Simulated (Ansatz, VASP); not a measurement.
One calculation of Cu, two programs

The input INCAR:

```
SYSTEM = Cu
PREC = Accurate
ENCUT = 520
EDIFF = 1E-6
ISMEAR = -1
SIGMA = 0.05
LREAL = .False.
LASPH = .True.
NELM = 60
ALGO = Normal
ISIF = 2
LWAVE = .False.
LCHARG = .True.
LELF = .True.
LVHAR = .True.
NBANDS = 18
```

KPOINTS

```
regular mesh
0
Gamma
  13 13 7
  0 0 0
```

The input POSCAR:

```
Cu
1.0
    2.5730649657      0.0000000000      0.0000000000
   -1.2865324828      2.2283396258      0.0000000000
    0.0000000000      0.0000000000      4.1683652444
Cu
2
Direct
    0.3333333333      0.6666666667      0.2500000000
    0.6666666667      0.3333333333      0.7500000000
```

Input for Ansatz:

```yaml
crystal:
  lattice:
    - [2.5730649657, 0.0, 0.0]
    - [-1.2865324828, 2.2283396258, 0.0]
    - [0.0, 0.0, 4.1683652444]
  atoms:
    - { symbol: Cu, position: [0.3333333333, 0.6666666667, 0.25] }
    - { symbol: Cu, position: [0.6666666667, 0.3333333333, 0.75] }
kpoints:
  mp_grid: { grid: [13, 13, 7] }
scf:
  occupations: { method: fermi_dirac, width: 0.05 }
hamiltonian:
  xc: lda
  pseudopotentials: { kind: all_electron, lapw: { basis_error: 0.001 } }
output:
  forces: true
  stress: true
  eigenvalues: true
  populations: true
```

Alike in both runs: task single point; functional LDA; k mesh 13 × 13 × 7; occupations fermi-dirac, width 0.05 eV; no spin polarisation.

|  | VASP | Ansatz |
| --- | --- | --- |
| version | VASP 6.6.1 | Ansatz 0.2.0 |
| potentials or method | VASP PAW LDA potentials, release 64 (Cu), cutoff 520 eV | all-electron LAPW, scalar-relativistic |

Ansatz gave:

| Property | Result |
| --- | --- |
| pressure (GPa) | -14.0 |
| traceless stress, the component that is largest in VASP (GPa) | 2.33 |

**Question.** Estimate VASP's values.

**Answer.** Pressure (GPa): -13.1; traceless stress, the component that is largest in VASP (GPa): 2.33.

LDA's correlation is that of Perdew and Zunger in VASP and of Perdew and Wang (1992) in Ansatz. Ansatz ran all-electron here, and VASP with PAW potentials.
